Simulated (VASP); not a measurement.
Crystal: CuAu.

```
CELL_PARAMETERS angstrom
1.46205 0.84411 4.31218
-1.46205 0.84411 4.31218
0.00000 -1.68823 4.31218
ATOMIC_POSITIONS crystal
Au 0.00000 0.00000 0.00000
Cu 0.50000 0.50000 0.50000
```

Base run:

| Property | Result |
| --- | --- |
| Program | VASP 6.6.1 |
| Functional | PBE |
| Potentials or basis | VASP PAW PBE potentials, release 64 (Au, Cu) |
| Cutoff | 520 eV |
| k mesh | 11 × 11 × 11 |
| Occupations | fermi-dirac, width 0.05 eV |
| Spin | no spin polarisation |

Its results: band gap on the k mesh zero (band 11 reaches 9.56 eV, above the bottom of band 12 at 5.46 eV); pressure -5.0 GPa.

**Question.** After a change of settings the same cell gave: band gap on the k mesh zero (band 11 reaches 9.55 eV, above the bottom of band 12 at 5.22 eV); pressure -9.0 GPa. Which change was it?
A. functional from PBE to LDA; potentials or basis from VASP PAW PBE potentials, release 64 (Au, Cu) to VASP PAW LDA potentials, release 64 (Au, Cu)
B. functional from PBE to r2SCAN
C. functional from PBE to PBEsol; further incar settings from ALGO = Normal; EDIFF = 1e-06; NBANDS = 18 to ALGO = Fast; EDIFF = 1e-06; NBANDS = 18

**Answer.** B.

Caveats: spin-orbit coupling is left out, which moves the levels of the heavy elements; the PAW data sets were made with another functional, which shifts forces and pressure a little (some runs).
